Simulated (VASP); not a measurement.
Write the native input for VASP 6.6.1 that does the following.

```
Task                               : single point
Functional                         : HSE06
Potentials or basis                : VASP PAW PBE potentials, release 64 (Ca_sv, O)
Cutoff                             : 520 eV
k mesh                             : 6 × 6 × 6
Occupations                        : gaussian, width 0.01 eV
Spin                               : no spin polarisation
Dipole correction                  : no
Grid for exact exchange (PRECFOCK) : Normal
Further INCAR settings             : ALGO = Normal; EDIFF = 1e-06; NBANDS = 15
Share of exact exchange            : 0.25
Screening parameter                : 0.2079 1/Å
```

Crystal: CaO.

```
CELL_PARAMETERS angstrom
0.05019 2.39979 2.39979
2.39979 0.05019 2.39979
2.39979 2.39979 0.05019
ATOMIC_POSITIONS crystal
Ca 0.00000 0.00000 0.00000
O 0.50000 0.50000 0.50000
```

This cell differs from its parent crystal: epitaxial 111 strain -2.0%.

These files were run (other wordings do the same):

POSCAR

```
CaO
1.0
    0.0501878095      2.3997869208      2.3997869208
    2.3997869208      0.0501878095      2.3997869208
    2.3997869208      2.3997869208      0.0501878095
Ca O
1 1
Direct
    0.0000000000      0.0000000000      0.0000000000
    0.5000000000      0.5000000000      0.5000000000
```

INCAR.step1

```
SYSTEM = CaO
  PREC = Accurate
  ENCUT = 520
  EDIFF = 1E-5
  ISMEAR = 0
  SIGMA = 0.01
  LREAL = .False.
  LASPH = .True.
  NELM = 60
  ALGO = Normal
  ISIF = 2
  LWAVE = .True.
  NBANDS = 15
  GGA = PE
```

INCAR.step2

```
SYSTEM = CaO
  PREC = Accurate
  ENCUT = 520
  EDIFF = 1E-6
  ISMEAR = 0
  SIGMA = 0.01
  LREAL = .False.
  LASPH = .True.
  NELM = 60
  ALGO = Normal
  ISIF = 2
  LWAVE = .False.
  LCHARG = .True.
  GGA = PE
  LHFCALC = .True.
  HFSCREEN = 0.2079
  PRECFOCK = Normal
  LELF = .True.
  LVHAR = .True.
  NBANDS = 15
  ISTART = 1
```

KPOINTS

```
regular mesh
0
Gamma
  6 6 6
  0 0 0
```

Potentials or basis: VASP PAW PBE potentials, release 64 (Ca_sv, O).

Run with:

```bash
$ cat potpaw_PBE.64/Ca_sv/POTCAR potpaw_PBE.64/O/POTCAR > POTCAR
$ cp INCAR.step1 INCAR
$ mpirun -np 1 vasp_std > vasp.out
$ cp INCAR.step2 INCAR
$ mpirun -np 1 vasp_std > vasp.out
```

It gave:

```json
{"Pressure": "4.6 GPa", "Band gap on the k mesh": "5.24 eV (least direct gap 5.64 eV)"}
```

Caveat: the cell differs from its parent crystal (epitaxial 111 strain -2.0%); the cell stands under pressure; the PAW data sets were made with another functional, which shifts forces and pressure a little.

It took 55 min on 1 thread of AMD EPYC 7R13, with other jobs on the host, peak memory 0.28 GiB.
